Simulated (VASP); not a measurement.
Write the native input for VASP 6.6.1 that does the following.

```yaml
Task: relaxation of cell and atoms
Functional: PBE
Potentials_or_basis: VASP PAW PBE potentials, release 64 (Na_pv, Re, Ir)
Cutoff: 600 eV
k_mesh: 4 × 4 × 4
Occupations: gaussian, width 0.1 eV
Spin: no spin polarisation
Dipole_correction: no
Further_INCAR_settings: ALGO = Fast; EDIFF = 1e-06; IBRION = 2; EDIFFG = -0.04; NSW = 90; ISIF = 3
```

The structure of NaRe4Ir lies in POSCAR:

```
NaRe4Ir
1.0
    0.0000000000      3.5097422899      3.5097422899
    3.5097422899      0.0000000000      3.5097422899
    3.5097422899      3.5097422899      0.0000000000
Na Re Ir
1 4 1
Direct
    0.0000000000      0.0000000000      0.0000000000
    0.3750000000      0.8750000000      0.3750000000
    0.3750000000      0.3750000000      0.8750000000
    0.3750000000      0.3750000000      0.3750000000
    0.8750000000      0.3750000000      0.3750000000
    0.7500000000      0.7500000000      0.7500000000
```

One way to write it, as run:

INCAR

```
SYSTEM = NaRe4Ir
PREC = Accurate
ENCUT = 600
EDIFF = 1E-6
ISMEAR = 0
SIGMA = 0.1
LREAL = .False.
LASPH = .True.
NELM = 60
ALGO = Fast
ISIF = 3
LWAVE = .False.
LCHARG = .False.
GGA = PE
IBRION = 2
NSW = 90
EDIFFG = -0.04
```

KPOINTS

```
regular mesh
0
Gamma
  4 4 4
  0 0 0
```

Potentials or basis: VASP PAW PBE potentials, release 64 (Na_pv, Re, Ir).

The run is started by

```console
$ cat potpaw_PBE.64/Na_pv/POTCAR potpaw_PBE.64/Re/POTCAR potpaw_PBE.64/Ir/POTCAR > POTCAR
$ mpirun -np 1 vasp_std > vasp.out
```

Results of the run:

- Relaxed volume: 16.37 Å³/atom
- Relaxed cell: a = 5.178 Å, b = 5.178 Å, c = 5.178 Å, α = 60.00°, β = 60.00°, γ = 60.00°
- Space group after relaxing (to 0.05 Å): F-43m (No. 216)
- Energy gained by relaxing: 221.5 meV/atom
- Ionic steps: 7
- Pressure after relaxing: 0.0 GPa
- Band gap on the k mesh: zero (band 22 reaches 7.64 eV, above the bottom of band 23 at 6.15 eV)

Caveat: the k points lie up to 0.37 Å⁻¹ apart in the final cell; spin-orbit coupling is left out, which moves the levels of the heavy elements.

Wall time 10 min on 1 thread of Intel(R) Xeon(R) Platinum 8488C (Sapphire Rapids) (shared host), peak memory 0.27 GiB.
